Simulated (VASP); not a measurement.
Write the native input for VASP 6.6.1 that does the following.

| Quantity | Value |
| --- | --- |
| Task | relaxation of cell and atoms |
| Functional | PBE |
| Potentials or basis | VASP PAW PBE potentials, release 64 (Si, C) |
| Cutoff | 600 eV |
| k mesh | 6 × 6 × 6 |
| Occupations | gaussian, width 0.1 eV |
| Spin | no spin polarisation |
| Dipole correction | no |
| Further INCAR settings | ALGO = Normal; EDIFF = 1e-06; IBRION = 2; EDIFFG = -0.04; NSW = 90; ISIF = 3 |

The structure of SiC lies in POSCAR:

```
SiC
1.0
    1.7996505600     -2.1604774400      0.0000000000
    1.7996505600      2.1604774400      0.0000000000
    0.0000000000      0.0000000000      3.6532837400
Si C
1 1
Direct
    0.5000000000      0.5000000000      0.0000000000
    0.0000000000      0.0000000000      0.5000000000
```

The cell was generated, and may not be a known phase.

One way to write it, as run:

INCAR

```
SYSTEM = SiC
PREC = Accurate
ENCUT = 600
EDIFF = 1E-6
ISMEAR = 0
SIGMA = 0.1
LREAL = .FALSE.
LASPH = .TRUE.
NELM = 80
ALGO = Normal
ISIF = 3
LWAVE = .FALSE.
LCHARG = .FALSE.
GGA = PE
IBRION = 2
NSW = 90
EDIFFG = -0.04
```

KPOINTS

```
Automatic mesh
0
G
  6 6 6
  0 0 0
```

Potentials or basis: VASP PAW PBE potentials, release 64 (Si, C).

Command:

```bash
$ cat potpaw_PBE.64/Si/POTCAR potpaw_PBE.64/C/POTCAR > POTCAR
$ mpirun -np 1 vasp_std > vasp.out
```

It gave:

```json
{"Relaxed volume": "11.61 Å³/atom", "Relaxed cell": "a = 3.403 Å, b = 3.403 Å, c = 2.725 Å, α = 90.00°, β = 90.00°, γ = 132.62°", "Space group after relaxing (to 0.1 Å)": "Cmmm (No. 65)", "Energy gained by relaxing": "1417.8 meV/atom", "Ionic steps": "20", "Pressure after relaxing": "0.0 GPa", "Band gap on the k mesh": "zero (bands 4 and 5 overlap by 1.67 eV)"}
```

Caveat: the k points lie up to 0.42 Å⁻¹ apart in the final cell, too coarse for converged energies and pressures of a metal; the volume moved by over 15 % at a fixed basis, so the end points are rough.

It took 2.2 min on 1 thread of Intel(R) Xeon(R) Platinum 8375C CPU @ 2.90GHz (Ice Lake), with other jobs on the host, peak memory 0.16 GiB.
